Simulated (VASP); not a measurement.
A run of VASP 6.6.1 is set up as follows.

INCAR

```
SYSTEM = As
PREC     = Accurate       ! precision mode
ENCUT    = 520            ! plane-wave cutoff, eV
EDIFF    = 1E-7           ! SCF threshold, eV
ISMEAR   = -1             ! smearing method
SIGMA    = 0.1            ! smearing width, eV
LREAL    = .FALSE.        ! projectors in reciprocal space
LASPH    = .TRUE.         ! aspherical terms in the spheres
NELM     = 80             ! most SCF steps
ALGO     = Normal         ! electronic algorithm
ISIF     = 2              ! what is computed and relaxed
LWAVE    = .FALSE.        ! write WAVECAR
LCHARG   = .FALSE.        ! write CHGCAR
GGA      = PS             ! functional
NBANDS   = 12             ! bands
```

KPOINTS

```
regular mesh
0
G
  10 10 10
  0 0 0
```

Contents of POSCAR:

```
As
1.0
    1.8907949362      1.0916509654      3.3671899136
   -1.8907949362      1.0916509654      3.3671899136
    0.0000000000     -2.1833019308      3.3671899136
As
2
Direct
    0.7698630833      0.7698630833      0.7698630833
    0.2301369167      0.2301369167      0.2301369167
```

Potentials or basis: VASP PAW PBE potentials, release 64 (As).

Run with:

```bash
$ cat potpaw_PBE.64/As/POTCAR > POTCAR
$ mpirun -np 1 vasp_std > vasp.out
```

(1) Estimate the largest force.

(2) What does it give for the pressure?

(3) What does it give for the band gap on the k mesh?

## Answers

(1) 0.061 eV/Å.

(2) 0.4 GPa.

(3) zero (band 5 reaches 5.60 eV, above the bottom of band 6 at 5.35 eV).

Caveat: the PAW data sets were made with another functional, which shifts forces and pressure a little.
